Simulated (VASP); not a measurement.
# TiNi (Pm-3m) in VASP: notebook, part 2 of 4

VASP 6.6.1.

## 3. Single point, r2SCAN (12.15 Å³/atom)

This run uses another cell than the first one, of 12.15 Å³/atom.

POSCAR reads:

```
TiNi
1.0
    2.8960935666      0.0000000000      0.0000000000
    0.0000000000      2.8960935666      0.0000000000
    0.0000000000      0.0000000000      2.8960935666
Ti Ni
1 1
Direct
    0.5000000000      0.5000000000      0.5000000000
    0.0000000000      0.0000000000      0.0000000000
```

INCAR.step1 reads:

```
PREC = Accurate
ENCUT = 520
ISMEAR = 0
SIGMA = 0.1
LREAL = F
LASPH = T
NELM = 80
NBANDS = 18
GGA = PE
ALGO = Normal
EDIFF = 1E-4
LWAVE = T
LCHARG = F
```

INCAR.step2 reads:

```
PREC = Accurate
ENCUT = 520
EDIFF = 1E-6
ISMEAR = 0
SIGMA = 0.1
LREAL = F
LASPH = T
NELM = 80
ALGO = Normal
ISIF = 2
LWAVE = F
LCHARG = F
METAGGA = R2SCAN
LMIXTAU = T
NBANDS = 18
ISTART = 1
```

KPOINTS reads:

```
Automatic mesh
0
Gamma
  14 14 14
```

Potentials or basis: VASP PAW PBE potentials, release 64 (Ti_sv, Ni).

Launch:

```bash
$ cat potpaw_PBE.64/Ti_sv/POTCAR potpaw_PBE.64/Ni/POTCAR > POTCAR
$ cp INCAR.step1 INCAR
$ mpirun -np 1 vasp_std > vasp.out
$ cp INCAR.step2 INCAR
$ mpirun -np 1 vasp_std > vasp.out
```

OUTCAR:

```text
PREC = Accurate
   ENCUT = 520
   EDIFF = 1E-6
   ISMEAR = 0
   LREAL = F
   LASPH = T
   NELM = 80
   ISIF = 2
   METAGGA = R2SCAN
   ISTART = 1

 ion  position               nearest neighbor table
   1  0.500  0.500  0.500-   2 2.51   2 2.51   2 2.51   2 2.51   2 2.51   2 2.51   2 2.51   2 2.51

   2  0.000  0.000  0.000-   1 2.51   1 2.51   1 2.51   1 2.51   1 2.51   1 2.51   1 2.51   1 2.51

  LATTYP: Found a simple cubic cell.
 ALAT       =     2.8960935666

  Lattice vectors:

 A1 = (   2.8960935666,   0.0000000000,   0.0000000000)
 A2 = (   0.0000000000,   2.8960935666,   0.0000000000)
 A3 = (   0.0000000000,   0.0000000000,   2.8960935666)

Analysis of symmetry for initial positions (statically):
=====================================================================
 Subroutine PRICEL returns:
 Original cell was already a primitive cell.

 Routine SETGRP: Setting up the symmetry group for a
 simple cubic supercell.

 Subroutine GETGRP returns: Found 48 space group operations
 (whereof 48 operations were pure point group operations)
 out of a pool of 48 trial point group operations.

The static configuration has the point symmetry O_h .

Analysis of symmetry for dynamics (positions and initial velocities):
=====================================================================
 Subroutine PRICEL returns:
 Original cell was already a primitive cell.

 Routine SETGRP: Setting up the symmetry group for a
 simple cubic supercell.

 Subroutine GETGRP returns: Found 48 space group operations
 (whereof 48 operations were pure point group operations)
 out of a pool of 48 trial point group operations.

The dynamic configuration has the point symmetry O_h .

 Subroutine INISYM returns: Found 48 space group operations
 (whereof 48 operations are pure point group operations),
 and found     1 'primitive' translations

----------------------------------------------------------------------------------------

                                     Primitive cell

  volume of cell :      24.2906

  direct lattice vectors                    reciprocal lattice vectors
     2.896093567  0.000000000  0.000000000     0.345292711  0.000000000  0.000000000
     0.000000000  2.896093567  0.000000000     0.000000000  0.345292711  0.000000000
     0.000000000  0.000000000  2.896093567     0.000000000  0.000000000  0.345292711

  length of vectors
     2.896093567  2.896093567  2.896093567     0.345292711  0.345292711  0.345292711

  position of ions in fractional coordinates (direct lattice)
     0.500000000  0.500000000  0.500000000
     0.000000000  0.000000000  0.000000000

  ion indices of the primitive-cell ions
   primitive index   ion index
                 1           1
                 2           2

----------------------------------------------------------------------------------------

 KPOINTS: Automatic mesh

Automatic generation of k-mesh.
 Grid dimensions read from file:
 generate k-points for:   14   14   14

 Generating k-lattice:

  Cartesian coordinates                     Fractional coordinates (reciprocal lattice)
     0.024663765  0.000000000  0.000000000     0.071428571  0.000000000  0.000000000
     0.000000000  0.024663765  0.000000000     0.000000000  0.071428571  0.000000000
     0.000000000  0.000000000  0.024663765     0.000000000  0.000000000  0.071428571

  Length of vectors
     0.024663765  0.024663765  0.024663765

  Shift w.r.t. Gamma in fractional coordinates (k-lattice)
     0.000000000  0.000000000  0.000000000

 Subroutine IBZKPT returns following result:
 ===========================================

 Found    120 irreducible k-points:

 Following reciprocal coordinates:
            Coordinates               Weight
  0.000000  0.000000  0.000000      1.000000
  0.071429  0.000000  0.000000      6.000000
  0.142857  0.000000  0.000000      6.000000
  0.214286  0.000000  0.000000      6.000000
  0.285714  0.000000  0.000000      6.000000
  0.357143  0.000000  0.000000      6.000000
[... 16 lines left out ...]
  0.285714  0.214286  0.000000     24.000000
  0.357143  0.214286  0.000000     24.000000
 [... further k-points ...]
   k-points           NKPTS =    120   k-points in BZ     NKDIM =    120   number of bands    NBANDS=     18
   number of dos      NEDOS =    301   number of ions     NIONS =      2
   total plane-waves  NPLWV =  13824
   dimension x,y,z NGX =    24 NGY =   24 NGZ =   24
   dimension x,y,z NGXF=    48 NGYF=   48 NGZF=   48
   ions per type =               1   1
   NGX,Y,Z   is equivalent  to a cutoff of  13.78, 13.78, 13.78 a.u.
   NGXF,Y,Z  is equivalent  to a cutoff of  27.55, 27.55, 27.55 a.u.
 SYSTEM =  unknown system
   PREC   = accura    normal or accurate (medium, high low for compatibility)
   ISTART =      1    job   : 0-new  1-cont  2-samecut
   ICHARG =      0    charge: 1-file 2-atom 10-const
   ISPIN  =      1    spin polarized calculation?
   LNONCOLLINEAR =      F non collinear calculations
   LSORBIT =      F    spin-orbit coupling
   LASPH  =      T    aspherical Exc in radial PAW
   ENCUT  =  520.0 eV  38.22 Ry    6.18 a.u.   5.38  5.38  5.38*2*pi/ulx,y,z
   NELM   =     80;   NELMIN=  2; NELMDL=  0     # of ELM steps
   EDIFF  = 0.1E-05   stopping-criterion for ELM
   LREAL  =      F    real-space projection
   EDIFFG = 0.1E-04   stopping-criterion for IOM
   NSW    =      0    number of steps for IOM
   IBRION =     -1    ionic relax: 0-MD 1-quasi-New 2-CG
   NFREE  =      0    steps in history (QN), initial steepest desc. (CG)
   ISIF   =      2    stress and relaxation
   ISYM   =      2    0-nonsym 1-usesym 2-fastsym
   POTIM  = 0.5000    time-step for ionic-motion
   TEBEG  =    0.0;   TEEND  =   0.0 temperature during run
   PSTRESS=    0.0 pullay stress
   NELECT =      22.0000    total number of electrons
   NUPDOWN=      -1.0000    fix difference up-down
   EMIN   =  10.00;   EMAX   =-10.00  energy-range for DOS
   EFERMI =   0.00;   METHOD = LEGACY
   ISMEAR =     0;   SIGMA  =   0.10  broadening in eV -4-tet -1-fermi 0-gaus
   EFERMI_NEDOS =   21; number of points for ismear=-14 and -15
   IALGO  =     38    algorithm
   IMIX   =      4    mixing-type and parameters
     AMIX     =   0.40;   BMIX     =  1.00
     AMIX_MAG =   1.60;   BMIX_MAG =  1.00
  volume/ion in A,a.u.               =      12.15        81.96
  Fermi-wavevector in a.u.,A,eV,Ry     =   1.583932  2.993197 34.134838  2.508840
  Thomas-Fermi vector in A             =   2.683627
   LORBIT       =      0    0 simple, 1 ext, 2 COOP (PROOUT), +10 PAW based schemes
   METAGGA = R2SCAN    functional components
   LHFCALC =     F    Hartree Fock is set to
   AEXX    =    0.0000 exact exchange contribution
   IVDW    =     0    specifies the selected vdW correction
   LEPSILON=     F    determine dielectric tensor
   LRPA    =     F    only Hartree local field effects (RPA)
 non-spin polarized calculation
 Gauss-broadening in eV      SIGMA  =   0.10
  energy-cutoff  :      520.00
  volume of cell :       24.29
 maximum number of plane-waves:       672
 NGX is ok and might be reduce to    24
   NGX = 11   NGY = 11   NGZ = 11

 number of electron      22.0000018 magnetization

 Free energy of the ion-electron system (eV)
  ---------------------------------------------------
  ext. energy  EPLUGINS =         0.00000000
  ---------------------------------------------------
  free energy    TOTEN  =       -25.43151369 eV

  energy without entropy =      -25.41914549  energy(sigma->0) =      -25.42532959

 E-fermi :  10.8667     XC(G=0): -14.1217

 val. band max:       10.8594578030   @ k =   0.3571   0.0714   0.0714
 cond. band min:      10.8746640220   @ k =   0.3571   0.2143   0.2143
 fundamental gap:      0.0152062190
 Fermi energy:        10.8667348442

 k-point     1 :       0.0000    0.0000    0.0000
  band No.  band energies     occupation
      1     -48.5595      2.00000
      2     -23.5788      2.00000
      3     -23.5788      2.00000
      4     -23.5788      2.00000
      5       2.1692      2.00000
      6       6.2333      2.00000
[... 10 lines left out ...]
     17      20.6125      0.00000
     18      20.6125      0.00000

 k-point     2 :       0.0714    0.0000    0.0000
  band No.  band energies     occupation
      1     -48.5572      2.00000
      2     -23.6005      2.00000
      3     -23.5772      2.00000
      4     -23.5772      2.00000
      5       2.2825      2.00000
      6       6.2807      2.00000
[... 10 lines left out ...]
     17      20.8835      0.00000
     18      20.8835      0.00000
[... 442 lines left out ...]
 k-point    24 :       0.3571    0.2143    0.0000
  band No.  band energies     occupation
      1     -48.5027      2.00000
      2     -23.9014      2.00000
      3     -23.7076      2.00000
      4     -23.5373      2.00000
      5       5.1950      2.00000
      6       6.8651      2.00000
[... 10 lines left out ...]
     17      21.3382      0.00000
     18      25.6545      0.00000

 [... further k-points ...]
[... 5 lines left out ...]
  --------------------------------------------------------------------------------------
  -------------------------------------------------------------------------------------
  Total        3.1128652      3.1128652      3.1128652      0.0000000      0.0000000      0.0000000
  in kB      205.3208833    205.3208833    205.3208833      0.0000000      0.0000000      0.0000000
  external PRESSURE =     205.3208833 kB  Pullay stress =       0.0000000 kB

 VOLUME and BASIS-vectors are now :
 -----------------------------------------------------------------------------
  energy-cutoff  :      520.00
  volume of cell :       24.29
      direct lattice vectors                 reciprocal lattice vectors
     2.896093567  0.000000000  0.000000000     0.345292711  0.000000000  0.000000000
     0.000000000  2.896093567  0.000000000     0.000000000  0.345292711  0.000000000
     0.000000000  0.000000000  2.896093567     0.000000000  0.000000000  0.345292711

 POSITION                                       TOTAL-FORCE (eV/Angst)
 -----------------------------------------------------------------------------------
      1.44805      1.44805      1.44805         0.000000      0.000000      0.000000
      0.00000      0.00000      0.00000         0.000000      0.000000      0.000000
 -----------------------------------------------------------------------------------
    total drift:                                0.000000      0.000000     -0.000000

  FREE ENERGIE OF THE ION-ELECTRON SYSTEM (eV)
  ---------------------------------------------------
  free  energy   TOTEN  =       -25.4315136894 eV

  energy  without entropy=      -25.4191454915  energy(sigma->0) =      -25.42532959
```

It took 3.6 min on 1 thread of Intel Xeon 8259CL, shared host; peak memory 0.19 GiB.

Results:

```yaml
Free_energy: -25.4315 eV
Pressure: 20.5 GPa
Band_gap_on_the_k_mesh: zero (bands 11 and 12 overlap by 2.03 eV)
```

Levels at points of the mesh, in eV from the Fermi level:
```
           k point  band 8  band 9  band 10  band 11  band 12  band 13  band 14  band 15
(0.00, 0.00, 0.00)   -2.34   -2.34    -2.34     0.57     0.57     3.06     3.06     3.06
(0.50, 0.00, 0.00)   -2.47   -2.47    -1.99    -0.85    -0.63     0.73     0.73     2.64
(0.50, 0.50, 0.00)   -3.26   -1.49    -0.82     0.46     0.46     1.12     2.69     2.69
(0.50, 0.50, 0.50)   -2.63   -2.63    -2.63    -1.46    -1.46     3.76     3.76     7.33
```

Caveat: the cell stands under pressure; the PAW data sets were made with another functional, which shifts forces and pressure a little.

(Part 2 of 4 ends here.)
